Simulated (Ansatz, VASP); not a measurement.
Two plane-wave programs on Mn

```
Mn
1.0
     2.51834    0.00000    0.00000
    -1.25917    2.18095    0.00000
     0.00000    0.00000    4.07995
Mn
2
Direct
  0.33333 0.66667 0.25000
  0.66667 0.33333 0.75000
```

Alike in both runs: functional BLYP; k mesh 14 × 14 × 8; occupations fermi-dirac, width 0.05 eV; collinear spin.

Ansatz relaxed the structure, and its values are those at the end. VASP's run is a single point on that final structure, the one shown.

```csv
,VASP,Ansatz
version,VASP 6.6.1,Ansatz 0.2.0
potentials or method,"VASP PAW PBE potentials, release 64 (Mn_pv), cutoff 520 eV","plane waves (420 eV) with PAW, scalar-relativistic"
valence electrons in the cell,26,30
```

```tsv
	VASP	Ansatz	Ansatz less VASP
pressure (GPa)	0.2	0.0	-0.22
net moment per atom (μB)	0.00	0.00	0.000
size of the moment on the site where the two differ most (μB)	0.73	0.69	-0.036
```

VASP's potentials were made for PBE, not for BLYP. Site moments also hang on the region over which each program counts them. The functional is the same, so the differences come from potentials, cutoffs and numerics. VASP's potentials hold 26 valence electrons a cell and Ansatz's 30, so a difference there can come from the potentials and not from the codes.
